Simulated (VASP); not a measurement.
# Si (a cell with a defect) in VASP: a series of runs

Runs on Si (a cell with a defect). Level: r2SCAN. Tasks: single point.

Everything below comes from runs of VASP 6.6.1. Logs are shortened: lines on timing, memory, paths and dates and some standing lists are left out, and cuts for length are marked.

## 1. The cell of the first run

The cell holds a defect, 15 atoms: a = 7.699 Å, b = 7.699 Å, c = 7.699 Å, α = 60.00°, β = 60.00°, γ = 60.00°.

## 2. Single point, r2SCAN

POSCAR

```
Si
1.0
    0.0000000000      5.4437023800     -5.4437023800
    5.4437023800      5.4437023800      0.0000000000
    5.4437023800      0.0000000000     -5.4437023800
Si
15
Direct
   -0.0060446912      0.1686817970      0.1686816133
    0.1283209388      0.6220262909      0.1276274769
    0.6278177537      0.1301480042      0.1301478205
    0.6278173863      0.6118852148      0.1301485553
    0.1283204796      0.1276275688      0.6220256479
    0.1283207551      0.6220266583      0.6220250050
    0.6278190396      0.1301470857      0.6118866844
    0.6303275345      0.6232239133      0.6232244644
    0.2427882547      0.7684393282      0.2443862480
    0.2427878873      0.2443869828      0.2443869828
    0.7500549653      0.7531761867      0.2435915683
    0.2537697515      0.7487435417      0.7487433580
    0.2427884384      0.2443873502      0.7684369402
    0.7500556083      0.7531753600      0.7531775644
    0.7500558838      0.2435913846      0.7531769215
```

INCAR.step1

```
PREC = Accurate ; ENCUT = 520
ISMEAR = 0 ; SIGMA = 0.02
LREAL = Auto ; LASPH = True
NELM = 60 ; NBANDS = 43
NELECT = 62.0 ; GGA = PE
ALGO = Normal ; EDIFF = 1E-4
LWAVE = True ; LCHARG = False
```

INCAR.step2

```
PREC = Accurate ; ENCUT = 520
EDIFF = 1E-6 ; ISMEAR = 0
SIGMA = 0.02 ; LREAL = Auto
LASPH = True ; NELM = 60
ALGO = Normal ; ISIF = 2
LWAVE = False ; LCHARG = True
METAGGA = R2SCAN ; LMIXTAU = True
LELF = True ; LVHAR = True
NBANDS = 43 ; NELECT = 62.0
ISTART = 1
```

KPOINTS

```
Automatic mesh
0
Gamma
  2 2 2
```

Potentials or basis: VASP PAW PBE potentials, release 64 (Si).

Command:

```console
> cat potpaw_PBE.64/Si/POTCAR > POTCAR
> cp INCAR.step1 INCAR
> mpirun -np 1 vasp_std > vasp.out
> cp INCAR.step2 INCAR
> mpirun -np 1 vasp_std > vasp.out
```

OUTCAR:

```text
PREC = Accurate
   ENCUT = 520
   EDIFF = 1E-6
   ISMEAR = 0
   LREAL = Auto
   LASPH = True
   NELM = 60
   ISIF = 2
   METAGGA = R2SCAN
   NELECT = 62.0
   ISTART = 1

 ion  position               nearest neighbor table
   1  0.994  0.169  0.169-   9 2.63  10 2.63  13 2.63   4 3.14   7 3.14   3 3.14
   2  0.128  0.622  0.128-   9 2.38  10 2.38  11 2.38  12 2.38
   3  0.628  0.130  0.130-  15 2.37  11 2.37  10 2.43   1 3.14
   4  0.628  0.612  0.130-  14 2.37  11 2.37   9 2.43   1 3.14
   5  0.128  0.128  0.622-  10 2.38  13 2.38  15 2.38  12 2.38
   6  0.128  0.622  0.622-   9 2.38  13 2.38  14 2.38  12 2.38
   7  0.628  0.130  0.612-  15 2.37  14 2.37  13 2.43   1 3.14
   8  0.630  0.623  0.623-  12 2.37  15 2.39  14 2.39  11 2.39
   9  0.243  0.768  0.244-   6 2.38   2 2.38   4 2.43   1 2.63
  10  0.243  0.244  0.244-   5 2.38   2 2.38   3 2.43   1 2.63
  11  0.750  0.753  0.244-   4 2.37   3 2.37   2 2.38   8 2.39
  12  0.254  0.749  0.749-   8 2.37   5 2.38   2 2.38   6 2.38
  13  0.243  0.244  0.768-   5 2.38   6 2.38   7 2.43   1 2.63
  14  0.750  0.753  0.753-   4 2.37   7 2.37   6 2.38   8 2.39
  15  0.750  0.244  0.753-   3 2.37   7 2.37   5 2.38   8 2.39

  LATTYP: Found a face centered cubic cell.
 ALAT       =    10.8874047600

  Lattice vectors:

 A1 = (   0.0000000000,   5.4437023800,  -5.4437023800)
 A2 = (   5.4437023800,   5.4437023800,   0.0000000000)
 A3 = (   5.4437023800,   0.0000000000,  -5.4437023800)

Analysis of symmetry for initial positions (statically):
=====================================================================
 Subroutine PRICEL returns:
 Original cell was already a primitive cell.

 Routine SETGRP: Setting up the symmetry group for a
 face centered cubic supercell.

 Subroutine GETGRP returns: Found  6 space group operations
 (whereof  2 operations were pure point group operations)
 out of a pool of 48 trial point group operations.

The static configuration has the point symmetry C_1h.
 The point group associated with its full space group is C_3v.

Analysis of symmetry for dynamics (positions and initial velocities):
=====================================================================
 Subroutine PRICEL returns:
 Original cell was already a primitive cell.

 Routine SETGRP: Setting up the symmetry group for a
 face centered cubic supercell.

[... 124 lines left out ...]
   EFERMI =   0.00;   METHOD = LEGACY
   ISMEAR =     0;   SIGMA  =   0.02  broadening in eV -4-tet -1-fermi 0-gaus
   EFERMI_NEDOS =   21; number of points for ismear=-14 and -15
   IALGO  =     38    algorithm
   IMIX   =      4    mixing-type and parameters
     AMIX     =   0.40;   BMIX     =  1.00
     AMIX_MAG =   1.60;   BMIX_MAG =  1.00
  volume/ion in A,a.u.               =      21.51       145.15
  Fermi-wavevector in a.u.,A,eV,Ry     =   0.944715  1.785253 12.143027  0.892487
  Thomas-Fermi vector in A             =   2.072547
   LORBIT       =      0    0 simple, 1 ext, 2 COOP (PROOUT), +10 PAW based schemes
   METAGGA = R2SCAN    functional components
   LHFCALC =     F    Hartree Fock is set to
   AEXX    =    0.0000 exact exchange contribution
   IVDW    =     0    specifies the selected vdW correction
   LEPSILON=     F    determine dielectric tensor
   LRPA    =     F    only Hartree local field effects (RPA)
 non-spin polarized calculation
 Gauss-broadening in eV      SIGMA  =   0.02
  energy-cutoff  :      520.00
  volume of cell :      322.64
 maximum number of plane-waves:      8694
 NGX is ok and might be reduce to    60
   NGX = 29   NGY = 29   NGZ = 29

 number of electron      61.9999999 magnetization

 Free energy of the ion-electron system (eV)
  ---------------------------------------------------
  ext. energy  EPLUGINS =         0.00000000
  ---------------------------------------------------
  free energy    TOTEN  =      -115.45614158 eV

  energy without entropy =     -115.45331409  energy(sigma->0) =     -115.45472783

 E-fermi :   5.8878     XC(G=0):  -9.7493

 val. band max:        5.8877541441   @ k =   0.0000   0.0000   0.0000
 cond. band min:       5.8877894720   @ k =   0.0000   0.0000   0.0000
 fundamental gap:      0.0000353279
 Fermi energy:         5.8877803450

 k-point     1 :       0.0000    0.0000    0.0000
  band No.  band energies     occupation
      1      -7.1419      2.00000
      2      -4.8170      2.00000
      3      -4.8169      2.00000
      4      -4.6956      2.00000
      5      -4.2482      2.00000
      6      -2.9434      2.00000
[... 173 lines left out ...]
     42       9.7638      0.00000
     43       9.8949      0.00000

------------------------ aborting loop because EDIFF is reached ----------------------------------------

  FORCE on cell =-STRESS in cart. coord.  units (eV):
  Direction    XX          YY          ZZ          XY          YZ          ZX
  --------------------------------------------------------------------------------------
  -------------------------------------------------------------------------------------
  Total        9.9931256      9.9931256      9.9931256      3.0263620      3.0263620     -3.0263620
  in kB       49.6248049     49.6248049     49.6248049     15.0285938     15.0285938    -15.0285938
  external PRESSURE =      49.6248049 kB  Pullay stress =       0.0000000 kB

 VOLUME and BASIS-vectors are now :
 -----------------------------------------------------------------------------
  energy-cutoff  :      520.00
  volume of cell :      322.64
      direct lattice vectors                 reciprocal lattice vectors
     0.000000000  5.443702380 -5.443702380    -0.091849254  0.091849254 -0.091849254
     5.443702380  5.443702380  0.000000000     0.091849254  0.091849254  0.091849254
     5.443702380  0.000000000 -5.443702380     0.091849254 -0.091849254 -0.091849254

 POSITION                                       TOTAL-FORCE (eV/Angst)
 -----------------------------------------------------------------------------------
      1.83651      6.32905     -6.32905        -0.534172      0.534172     -0.534172
      4.08089      4.08467     -1.39331         0.020869     -0.020869      0.042540
      1.41697      4.12614     -4.12614         0.051865     -0.070478      0.070478
      4.03941      6.74857     -4.12614         0.070478     -0.051865      0.070478
      4.08089      1.39331     -4.08466         0.020869     -0.042540      0.020869
      6.77225      4.08467     -4.08466         0.042540     -0.020869      0.020869
      4.03941      4.12614     -6.74859         0.070478     -0.070478      0.051865
      6.78529      6.82396     -6.82396        -0.026354      0.026354     -0.026354
      5.51352      5.50482     -2.65203         0.071741     -0.034127      0.071741
      2.66074      2.65203     -2.65203         0.034127     -0.071741      0.071741
      5.42611      8.18314     -5.40912         0.018016     -0.018016      0.062366
      8.15187      5.45738     -5.45738         0.007420     -0.007420      0.007420
      5.51351      2.65204     -5.50481         0.071741     -0.071741      0.034127
      8.20014      8.18314     -8.18315         0.062366     -0.018016      0.018016
      5.42611      5.40912     -8.18315         0.018016     -0.062366      0.018016
 -----------------------------------------------------------------------------------
    total drift:                                0.001268      0.000687     -0.000300

  FREE ENERGIE OF THE ION-ELECTRON SYSTEM (eV)
  ---------------------------------------------------
  free  energy   TOTEN  =      -115.4561415776 eV

  energy  without entropy=     -115.4533140873  energy(sigma->0) =     -115.45472783
```

OUTCAR.step1:

```text
PREC = Accurate
   ENCUT = 520
   ISMEAR = 0
   LREAL = Auto
   LASPH = True
   NELM = 60
[... 436 lines left out ...]
      5.51351      2.65204     -5.50481         0.087651     -0.087651      0.007879
      8.20014      8.18314     -8.18315         0.004059     -0.006172      0.006172
      5.42611      5.40912     -8.18315         0.006172     -0.004059      0.006172
 -----------------------------------------------------------------------------------
    total drift:                                0.001435      0.000748     -0.000334

  FREE ENERGIE OF THE ION-ELECTRON SYSTEM (eV)
  ---------------------------------------------------
  free  energy   TOTEN  =       -65.7275262191 eV

  energy  without entropy=      -65.7227742741  energy(sigma->0) =      -65.72515025
```

OSZICAR.step1:

```text
N       E                     dE             d eps       ncg     rms          rms(c)
DAV:   1     0.160832015395E+03    0.16083E+03   -0.23492E+04   344   0.118E+03
DAV:   2    -0.541685256421E+02   -0.21500E+03   -0.20390E+03   412   0.170E+02
DAV:   3    -0.670087815797E+02   -0.12840E+02   -0.12485E+02   456   0.372E+01
DAV:   4    -0.672926624382E+02   -0.28388E+00   -0.28141E+00   424   0.669E+00
DAV:   5    -0.673009093352E+02   -0.82469E-02   -0.82325E-02   456   0.103E+00    0.122E+01
DAV:   6    -0.660662373293E+02    0.12347E+01   -0.12710E+00   397   0.344E+00    0.739E+00
DAV:   7    -0.657155729468E+02    0.35066E+00   -0.10632E+00   432   0.324E+00    0.105E+00
DAV:   8    -0.657248076944E+02   -0.92347E-02   -0.80536E-02   394   0.103E+00    0.434E-01
DAV:   9    -0.657267181314E+02   -0.19104E-02   -0.74177E-03   400   0.325E-01    0.164E-01
DAV:  10    -0.657271940820E+02   -0.47595E-03   -0.15168E-03   397   0.150E-01    0.101E-01
DAV:  11    -0.657274478837E+02   -0.25380E-03   -0.38432E-04   368   0.764E-02    0.545E-02
DAV:  12    -0.657275262191E+02   -0.78335E-04   -0.10480E-04   245   0.422E-02
   1 F= -.65727526E+02 E0= -.65725150E+02  d E =-.475195E-02
```

Run time: 8.2 min. Hardware: 1 thread of AMD EPYC 7R43 (Zen 3), shared host; peak memory 0.46 GiB.

What came out:

* Free energy: -115.4561 eV
* Largest force: 0.925 eV/Å

Forces in eV/Å, atoms in the order of the input:
```
Si  -0.534  0.534 -0.534
Si   0.021 -0.021  0.043
Si   0.052 -0.070  0.070
Si   0.070 -0.052  0.070
Si   0.021 -0.043  0.021
Si   0.043 -0.021  0.021
Si   0.070 -0.070  0.052
Si  -0.026  0.026 -0.026
Si   0.072 -0.034  0.072
Si   0.034 -0.072  0.072
Si   0.018 -0.018  0.062
Si   0.007 -0.007  0.007
Si   0.072 -0.072  0.034
Si   0.062 -0.018  0.018
Si   0.018 -0.062  0.018
```

Caveat: the k points lie up to 0.50 Å⁻¹ apart; the cell carries a net charge on a neutralising background, which shifts energy and pressure; the cell is charged against a uniform background, so pressure and absolute levels hang on convention; the PAW data sets were made with another functional, which shifts forces and pressure a little.

## 3. Single point, r2SCAN

POSCAR

```
Si
1.0
    0.0000000000      5.4437023800     -5.4437023800
    5.4437023800      5.4437023800      0.0000000000
    5.4437023800      0.0000000000     -5.4437023800
Si
15
Direct
   -0.1190495833      0.2063488085      0.2063504618
    0.1249660530      0.6218023624      0.1314298523
    0.6322265179      0.1306118429      0.1306122103
    0.6322249564      0.6065492324      0.1306128532
    0.1249662367      0.1314300360      0.6218014439
    0.1249656856      0.6218029135      0.6218014439
    0.6322263342      0.1306114755      0.6065502427
    0.6212102102      0.6262628377      0.6262635725
    0.2471979374      0.7631519341      0.2448251038
    0.2471994070      0.2448256549      0.2448249201
    0.7466852918      0.7529699851      0.2473738287
    0.2446114624      0.7517964272      0.7517958761
    0.2471985803      0.2448262978      0.7631496379
    0.7466854755      0.7529696177      0.7529710873
    0.7466855673      0.2473737368      0.7529706281
```

INCAR.step1

```
ALGO = Normal
EDIFF = 1E-4
ENCUT = 520
GGA = PE
ISMEAR = 0
LASPH = True
LCHARG = False
LREAL = Auto
LWAVE = True
NBANDS = 43
NELECT = 62.0
NELM = 80
PREC = Accurate
SIGMA = 0.02
```

INCAR.step2

```
ALGO = Normal
EDIFF = 1E-6
ENCUT = 520
ISIF = 2
ISMEAR = 0
ISTART = 1
LASPH = True
LCHARG = True
LELF = True
LMIXTAU = True
LREAL = Auto
LVHAR = True
LWAVE = False
METAGGA = R2SCAN
NBANDS = 43
NELECT = 62.0
NELM = 80
PREC = Accurate
SIGMA = 0.02
```

KPOINTS

```
k-points
0
Gamma
  2 2 2
```

Potentials or basis: VASP PAW PBE potentials, release 64 (Si).

Command:

```console
> cat potpaw_PBE.64/Si/POTCAR > POTCAR
> cp INCAR.step1 INCAR
> mpirun -np 1 vasp_std > vasp.out
> cp INCAR.step2 INCAR
> mpirun -np 1 vasp_std > vasp.out
```

Run time: 8.2 min. Hardware: 1 thread of AMD EPYC 7R43 (Zen 3), shared host; peak memory 0.47 GiB.

The run converged. Its results:

```
Free energy   : -115.4566 eV
Largest force : 0.927 eV/Å
```

Forces in eV/Å, atoms in the order of the input:
```
Si   0.535 -0.535  0.535
Si  -0.019  0.019 -0.058
Si  -0.035  0.070 -0.070
Si  -0.070  0.035 -0.070
Si  -0.019  0.058 -0.019
Si  -0.058  0.019 -0.019
Si  -0.070  0.070 -0.035
Si  -0.005  0.005 -0.005
Si  -0.072  0.051 -0.072
Si  -0.051  0.072 -0.072
Si  -0.022  0.022 -0.044
Si   0.026 -0.026  0.026
Si  -0.072  0.072 -0.051
Si  -0.044  0.022 -0.022
Si  -0.022  0.044 -0.022
```

Levels at points of the mesh, in eV from the Fermi level:
```csv
k point,band 28,band 29,band 30,band 31,band 32,band 33,band 34,band 35
"(0.00, 0.00, 0.00)",-1.22,-1.20,0.00,0.00,0.16,0.16,0.21,0.31
"(0.50, 0.00, 0.00)",-2.39,-1.11,-1.11,-0.16,-0.16,0.95,0.95,1.18
"(0.00, 0.50, 0.00)",-2.10,-1.53,-1.46,0.22,0.33,0.83,0.90,0.92
"(0.50, 0.50, 0.00)",-2.49,-2.09,-1.61,-0.52,-0.05,0.62,0.75,1.90
```

Caveat: the k points lie up to 0.50 Å⁻¹ apart; the cell carries a net charge on a neutralising background, which shifts energy and pressure; the cell is charged against a uniform background, so pressure and absolute levels hang on convention; the PAW data sets were made with another functional, which shifts forces and pressure a little.

## 4. Single point, r2SCAN

POSCAR

```
Si
1.0
    0.0000000000      5.4437023800     -5.4437023800
    5.4437023800      5.4437023800      0.0000000000
    5.4437023800      0.0000000000     -5.4437023800
Si
15
Direct
   -0.1760477398      0.2253498473      0.2253467244
    0.1255132908      0.6218093429      0.1308684697
    0.6288570280      0.1302033893      0.1302033893
    0.6288557421      0.6107360888      0.1302039404
    0.1255143012      0.1308694800      0.6218087000
    0.1255143930      0.6218076896      0.6218084244
    0.6288535377      0.1302050425      0.6107362725
    0.6189415337      0.6270194918      0.6270191244
    0.2479210665      0.7642529311      0.2439144184
    0.2479221687      0.2439122140      0.2439142347
    0.7475954260      0.7516044623      0.2491951075
    0.2449479981      0.7516841874      0.7516836363
    0.2479193214      0.2439124896      0.7642565132
    0.7475958853      0.7516045541      0.7516040030
    0.7475959771      0.2491954749      0.7516037275
```

INCAR.step1

```
PREC = Accurate ; ENCUT = 520
ISMEAR = 0 ; SIGMA = 0.02
LREAL = Auto ; LASPH = True
NELM = 80 ; NELECT = 62.0
NBANDS = 43 ; GGA = PE
ALGO = Normal ; EDIFF = 1E-4
LWAVE = True ; LCHARG = False
```

INCAR.step2

```
PREC = Accurate ; ENCUT = 520
EDIFF = 1E-6 ; ISMEAR = 0
SIGMA = 0.02 ; LREAL = Auto
LASPH = True ; NELM = 80
ALGO = Normal ; ISIF = 2
LWAVE = False ; LCHARG = False
METAGGA = R2SCAN ; LMIXTAU = True
NELECT = 62.0 ; NBANDS = 43
ISTART = 1
```

KPOINTS

```
Automatic mesh
0
Gamma
  2 2 2
```

Command:

```console
> cat potpaw_PBE.64/Si/POTCAR > POTCAR
> cp INCAR.step1 INCAR
> mpirun -np 1 vasp_std > vasp.out
> cp INCAR.step2 INCAR
> mpirun -np 1 vasp_std > vasp.out
```

It took 9.3 min on 1 thread of AMD EPYC 7R43 (Zen 3), shared host; peak memory 0.46 GiB.

Results (log left out):

- Free energy: -115.7238 eV
- Largest force: 0.468 eV/Å

Forces on the atoms (eV/Å):
```
Si   0.270 -0.270  0.270
Si  -0.027  0.027 -0.032
Si  -0.034 -0.023  0.023
Si   0.023  0.034  0.023
Si  -0.027  0.032 -0.027
Si  -0.032  0.027 -0.027
Si   0.023 -0.023 -0.034
Si  -0.013  0.013 -0.013
Si  -0.030  0.032 -0.030
Si  -0.032  0.030 -0.030
Si  -0.028  0.028 -0.031
Si  -0.005  0.005 -0.005
Si  -0.030  0.030 -0.032
Si  -0.031  0.028 -0.028
Si  -0.028  0.031 -0.028
```

Levels at points of the mesh, in eV from the Fermi level:
```tsv
k point	band 28	band 29	band 30	band 31	band 32	band 33
(0.00, 0.00, 0.00)	-1.33	-1.33	-0.04	-0.04	0.04	0.04
(0.50, 0.00, 0.00)	-2.46	-1.52	-1.52	0.00	0.00	0.74
(0.00, 0.50, 0.00)	-2.14	-1.65	-1.63	0.03	0.18	0.74
(0.50, 0.50, 0.00)	-2.56	-2.24	-2.02	-0.38	-0.31	0.56
```

Caveat: the k points lie up to 0.50 Å⁻¹ apart; the cell carries a net charge on a neutralising background, which shifts energy and pressure; the cell is charged against a uniform background, so pressure and absolute levels hang on convention; the PAW data sets were made with another functional, which shifts forces and pressure a little.
